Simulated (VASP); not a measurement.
# PbAuCl3 (P6/mmm) in VASP: a series of runs

The runs below take PbAuCl3 through single point, relaxation of cell and atoms, with PBE.

Everything below comes from runs of VASP 6.6.1. Logs are shortened: lines on timing, memory, paths and dates and some standing lists are left out, and cuts for length are marked.

## Step 1: The cell of the first run

It takes space group P6/mmm (No. 191, hexagonal). Conventional cell: a = 4.985 Å, b = 4.985 Å, c = 6.175 Å, α = 90.00°, β = 90.00°, γ = 120.00°. Pb (site symmetry 6/mmm) has 2 Au at 3.09 Å and 12 Cl at 3.97 Å within 4.1 Å. Within 3.3 Å of Au (site symmetry 6/mmm) lie 6 Cl at 2.49 Å and 2 Pb at 3.09 Å. Within 3.3 Å of Cl (site symmetry mmm) lie 2 Au at 2.49 Å and 4 Cl at 2.49 Å.

The cell was generated, and may not be a known phase.

## Step 2: Single point, PBE

Input file INCAR:

```
ALGO     = Normal         # electronic algorithm
EDIFF    = 1E-6           # SCF threshold, eV
ENCUT    = 520            # plane-wave cutoff, eV
GGA      = PE             # functional
ISIF     = 2              # what is computed and relaxed
ISMEAR   = 0              # smearing method
LASPH    = T              # aspherical terms in the spheres
LCHARG   = F              # write CHGCAR
LREAL    = F              # projectors in reciprocal space
LWAVE    = F              # write WAVECAR
NBANDS   = 31             # bands
NELM     = 60             # most SCF steps
PREC     = Accurate       # precision mode
SIGMA    = 0.1            # smearing width, eV
```

Input file KPOINTS:

```
k-points
0
Gamma
  6 6 4
```

Input file POSCAR:

```
PbAuCl3
1.0
    4.9854505200      0.0000000000      0.0000000000
   -2.4927252600      4.3175268000      0.0000000000
    0.0000000000      0.0000000000      6.1752583000
Pb Au Cl
1 1 3
Direct
    0.0000000000      0.0000000000      0.5000000000
    0.0000000000      0.0000000000      0.0000000000
    0.5000000000      0.0000000000      0.0000000000
    0.0000000000      0.5000000000      0.0000000000
    0.5000000000      0.5000000000      0.0000000000
```

Potentials or basis: VASP PAW PBE potentials, release 64 (Pb_d, Au, Cl).

Launch:

```console
> cat potpaw_PBE.64/Pb_d/POTCAR potpaw_PBE.64/Au/POTCAR potpaw_PBE.64/Cl/POTCAR > POTCAR
> mpirun -np 1 vasp_std > vasp.out
```

OUTCAR:

```text
EDIFF = 1E-6
   ENCUT = 520
   GGA = PE
   ISIF = 2
   ISMEAR = 0
   LASPH = T
   LREAL = F
   NELM = 60
   PREC = Accurate

 ion  position               nearest neighbor table
   1  0.000  0.000  0.500-   2 3.09   2 3.09
   2  0.000  0.000  0.000-   3 2.49   3 2.49   5 2.49   4 2.49   4 2.49   5 2.49   1 3.09   1 3.09

   3  0.500  0.000  0.000-   2 2.49   2 2.49   5 2.49   5 2.49   4 2.49   4 2.49
   4  0.000  0.500  0.000-   5 2.49   5 2.49   2 2.49   2 2.49   3 2.49   3 2.49
   5  0.500  0.500  0.000-   4 2.49   4 2.49   2 2.49   3 2.49   3 2.49   2 2.49

  LATTYP: Found a hexagonal cell.
 ALAT       =     4.9854505200
 C/A-ratio  =     1.2386560202

  Lattice vectors:

 A1 = (   4.9854505200,   0.0000000000,   0.0000000000)
 A2 = (  -2.4927252600,   4.3175268000,   0.0000000000)
 A3 = (   0.0000000000,   0.0000000000,   6.1752583000)

Analysis of symmetry for initial positions (statically):
=====================================================================
 Subroutine PRICEL returns:
 Original cell was already a primitive cell.

 Routine SETGRP: Setting up the symmetry group for a
 hexagonal supercell.

 Subroutine GETGRP returns: Found 24 space group operations
 (whereof 24 operations were pure point group operations)
 out of a pool of 24 trial point group operations.

The static configuration has the point symmetry D_6h.

Analysis of symmetry for dynamics (positions and initial velocities):
=====================================================================
 Subroutine PRICEL returns:
 Original cell was already a primitive cell.

 Routine SETGRP: Setting up the symmetry group for a
 hexagonal supercell.

 Subroutine GETGRP returns: Found 24 space group operations
 (whereof 24 operations were pure point group operations)
 out of a pool of 24 trial point group operations.

The dynamic configuration has the point symmetry D_6h.

 Subroutine INISYM returns: Found 24 space group operations
 (whereof 24 operations are pure point group operations),
 and found     1 'primitive' translations

----------------------------------------------------------------------------------------

                                     Primitive cell

  volume of cell :     132.9213

  direct lattice vectors                    reciprocal lattice vectors
     4.985450520  0.000000000  0.000000000     0.200583678  0.115807040  0.000000000
    -2.492725260  4.317526800  0.000000000     0.000000000  0.231614081  0.000000000
     0.000000000  0.000000000  6.175258300     0.000000000  0.000000000  0.161936546

  length of vectors
     4.985450520  4.985450520  6.175258300     0.231614081  0.231614081  0.161936546

  position of ions in fractional coordinates (direct lattice)
     0.000000000  0.000000000  0.500000000
     0.000000000  0.000000000  0.000000000
     0.500000000  0.000000000  0.000000000
     1.000000000  0.500000000  0.000000000
     0.500000000  0.500000000  0.000000000

  ion indices of the primitive-cell ions
   primitive index   ion index
                 1           1
                 2           2
                 3           3
                 4           4
                 5           5

----------------------------------------------------------------------------------------

 KPOINTS: k-points

Automatic generation of k-mesh.
 Grid dimensions read from file:
 generate k-points for:    6    6    4

 Generating k-lattice:

  Cartesian coordinates                     Fractional coordinates (reciprocal lattice)
     0.033430613  0.019301173  0.000000000     0.166666667 -0.000000000  0.000000000
     0.000000000  0.038602347  0.000000000     0.000000000  0.166666667  0.000000000
     0.000000000  0.000000000  0.040484137     0.000000000  0.000000000  0.250000000

  Length of vectors
     0.038602347  0.038602347  0.040484137

  Shift w.r.t. Gamma in fractional coordinates (k-lattice)
     0.000000000  0.000000000  0.000000000

 Subroutine IBZKPT returns following result:
 ===========================================

 Found     21 irreducible k-points:

 Following reciprocal coordinates:
            Coordinates               Weight
  0.000000  0.000000  0.000000      1.000000
  0.166667 -0.000000  0.000000      6.000000
  0.333333  0.000000  0.000000      6.000000
  0.500000 -0.000000  0.000000      3.000000
  0.166667  0.166667  0.000000      6.000000
  0.333333  0.166667  0.000000     12.000000
[... 13 lines left out ...]
  0.333333  0.166667  0.500000     12.000000
  0.333333  0.333333  0.500000      2.000000
   k-points           NKPTS =     21   k-points in BZ     NKDIM =     21   number of bands    NBANDS=     31
   number of dos      NEDOS =    301   number of ions     NIONS =      5
   total plane-waves  NPLWV =  76800
   dimension x,y,z NGX =    40 NGY =   40 NGZ =   48
   dimension x,y,z NGXF=    80 NGYF=   80 NGZF=   96
   ions per type =               1   1   3
   NGX,Y,Z   is equivalent  to a cutoff of  13.34, 13.34, 12.92 a.u.
   NGXF,Y,Z  is equivalent  to a cutoff of  26.68, 26.68, 25.84 a.u.
 SYSTEM =  unknown system
   PREC   = accura    normal or accurate (medium, high low for compatibility)
   ISTART =      0    job   : 0-new  1-cont  2-samecut
   ICHARG =      2    charge: 1-file 2-atom 10-const
   ISPIN  =      1    spin polarized calculation?
   LNONCOLLINEAR =      F non collinear calculations
   LSORBIT =      F    spin-orbit coupling
   LASPH  =      T    aspherical Exc in radial PAW
   ENCUT  =  520.0 eV  38.22 Ry    6.18 a.u.   9.27  9.27 11.48*2*pi/ulx,y,z
   NELM   =     60;   NELMIN=  2; NELMDL= -5     # of ELM steps
   EDIFF  = 0.1E-05   stopping-criterion for ELM
   LREAL  =      F    real-space projection
   EDIFFG = 0.1E-04   stopping-criterion for IOM
   NSW    =      0    number of steps for IOM
   IBRION =     -1    ionic relax: 0-MD 1-quasi-New 2-CG
   NFREE  =      0    steps in history (QN), initial steepest desc. (CG)
   ISIF   =      2    stress and relaxation
   ISYM   =      2    0-nonsym 1-usesym 2-fastsym
   POTIM  = 0.5000    time-step for ionic-motion
   TEBEG  =    0.0;   TEEND  =   0.0 temperature during run
   PSTRESS=    0.0 pullay stress
   NELECT =      46.0000    total number of electrons
   NUPDOWN=      -1.0000    fix difference up-down
   EMIN   =  10.00;   EMAX   =-10.00  energy-range for DOS
   EFERMI =   0.00;   METHOD = LEGACY
   ISMEAR =     0;   SIGMA  =   0.10  broadening in eV -4-tet -1-fermi 0-gaus
   EFERMI_NEDOS =   21; number of points for ismear=-14 and -15
   IALGO  =     38    algorithm
   IMIX   =      4    mixing-type and parameters
     AMIX     =   0.40;   BMIX     =  1.00
     AMIX_MAG =   1.60;   BMIX_MAG =  1.00
  volume/ion in A,a.u.               =      26.58       179.40
  Fermi-wavevector in a.u.,A,eV,Ry     =   1.149377  2.172008 17.974221  1.321068
  Thomas-Fermi vector in A             =   2.286047
   LORBIT       =      0    0 simple, 1 ext, 2 COOP (PROOUT), +10 PAW based schemes
   GGA     = PE    functional components
   LHFCALC =     F    Hartree Fock is set to
   AEXX    =    0.0000 exact exchange contribution
   IVDW    =     0    specifies the selected vdW correction
   LEPSILON=     F    determine dielectric tensor
   LRPA    =     F    only Hartree local field effects (RPA)
 non-spin polarized calculation
 Gauss-broadening in eV      SIGMA  =   0.10
  energy-cutoff  :      520.00
  volume of cell :      132.92
 maximum number of plane-waves:      3610
 NGX is ok and might be reduce to    40
   NGX = 19   NGY = 19   NGZ = 23

 number of electron      46.0000004 magnetization

 Free energy of the ion-electron system (eV)
  ---------------------------------------------------
  ext. energy  EPLUGINS =         0.00000000
  ---------------------------------------------------
  free energy    TOTEN  =        -7.02238629 eV

  energy without entropy =       -6.99426695  energy(sigma->0) =       -7.00832662

 E-fermi :   4.4830     XC(G=0):  -8.8753

 val. band max:        4.4584046344   @ k =   0.1667  -0.0000   0.0000
 cond. band min:       4.5080545421   @ k =   0.1667   0.1667   0.0000
 fundamental gap:      0.0496499076
 Fermi energy:         4.4830142448

 k-point     1 :       0.0000    0.0000    0.0000
  band No.  band energies     occupation
      1     -14.4728      2.00000
      2     -13.0972      2.00000
      3     -13.0972      2.00000
      4     -13.0142      2.00000
      5     -13.0097      2.00000
      6     -13.0097      2.00000
[... 23 lines left out ...]
     30      11.6442      0.00000
     31      11.6442      0.00000

 k-point     2 :       0.1667   -0.0000    0.0000
  band No.  band energies     occupation
      1     -14.3078      2.00000
      2     -13.0972      2.00000
      3     -13.0957      2.00000
      4     -13.0136      2.00000
      5     -13.0103      2.00000
      6     -13.0099      2.00000
[... 23 lines left out ...]
     30      10.9420      0.00000
     31      11.7525      0.00000

 k-point     3 :       0.3333    0.0000    0.0000
  band No.  band energies     occupation
      1     -13.8484      2.00000
      2     -13.0974      2.00000
      3     -13.0926      2.00000
      4     -13.0131      2.00000
      5     -13.0116      2.00000
      6     -13.0102      2.00000
[... 23 lines left out ...]
     30      11.7802      0.00000
     31      12.0351      0.00000

 k-point     4 :       0.5000   -0.0000    0.0000
  band No.  band energies     occupation
      1     -13.3942      2.00000
      2     -13.0981      2.00000
      3     -13.0911      2.00000
      4     -13.0186      2.00000
      5     -13.0123      2.00000
      6     -13.0104      2.00000
[... 533 lines left out ...]
     30      10.5179      0.00000
     31      10.9781      0.00000

 k-point    20 :       0.3333    0.1667    0.5000
  band No.  band energies     occupation
      1     -13.4604      2.00000
      2     -13.0958      2.00000
      3     -13.0920      2.00000
      4     -13.0138      2.00000
      5     -13.0013      2.00000
      6     -13.0013      2.00000
[... 23 lines left out ...]
     30      10.4549      0.00000
     31      11.1396      0.00000

 k-point    21 :       0.3333    0.3333    0.5000
  band No.  band energies     occupation
      1     -13.0935      2.00000
      2     -13.0935      2.00000
      3     -13.0503      2.00000
      4     -13.0503      2.00000
      5     -13.0009      2.00000
      6     -12.9007      2.00000
[... 23 lines left out ...]
     30      10.5047      0.00000
     31      11.5192      0.00000

------------------------ aborting loop because EDIFF is reached ----------------------------------------

  FORCE on cell =-STRESS in cart. coord.  units (eV):
  Direction    XX          YY          ZZ          XY          YZ          ZX
  --------------------------------------------------------------------------------------
  -------------------------------------------------------------------------------------
  Total       20.9478143     20.9478143     -1.3392065      0.0000000     -0.0000000      0.0000000
  in kB      252.4961254    252.4961254    -16.1422312      0.0000000     -0.0000000      0.0000000
  external PRESSURE =     162.9500065 kB  Pullay stress =       0.0000000 kB

 VOLUME and BASIS-vectors are now :
 -----------------------------------------------------------------------------
  energy-cutoff  :      520.00
  volume of cell :      132.92
      direct lattice vectors                 reciprocal lattice vectors
     4.985450520  0.000000000  0.000000000     0.200583678  0.115807040  0.000000000
    -2.492725260  4.317526800  0.000000000     0.000000000  0.231614081  0.000000000
     0.000000000  0.000000000  6.175258300     0.000000000  0.000000000  0.161936546

 POSITION                                       TOTAL-FORCE (eV/Angst)
 -----------------------------------------------------------------------------------
      0.00000      0.00000      3.08763        -0.000000      0.000000      0.000000
      0.00000      0.00000      0.00000        -0.000000      0.000000      0.000000
      2.49273      0.00000      0.00000         0.000000      0.000000      0.000000
     -1.24636      2.15876      0.00000        -0.000000      0.000000      0.000000
      1.24636      2.15876      0.00000        -0.000000      0.000000      0.000000
 -----------------------------------------------------------------------------------
    total drift:                               -0.000000      0.000000     -0.000000

  FREE ENERGIE OF THE ION-ELECTRON SYSTEM (eV)
  ---------------------------------------------------
  free  energy   TOTEN  =        -7.0223862865 eV

  energy  without entropy=       -6.9942669490  energy(sigma->0) =       -7.00832662
```

Run time: 2.6 min. Hardware: 1 thread of Intel Xeon 8259CL, shared host; peak memory 0.31 GiB.

What came out:

```
Free energy            : -7.0224 eV
Pressure               : 16.3 GPa
Band gap on the k mesh : zero (bands 23 and 24 overlap by 1.15 eV)
```

Caveat: the stress differs along the axes, from -2 to 25 GPa; spin-orbit coupling is left out, which moves the levels of the heavy elements.

(Continued in part 2 of 3.)

The gap in the log of VASP goes by the Fermi energy; the results here count the filled bands.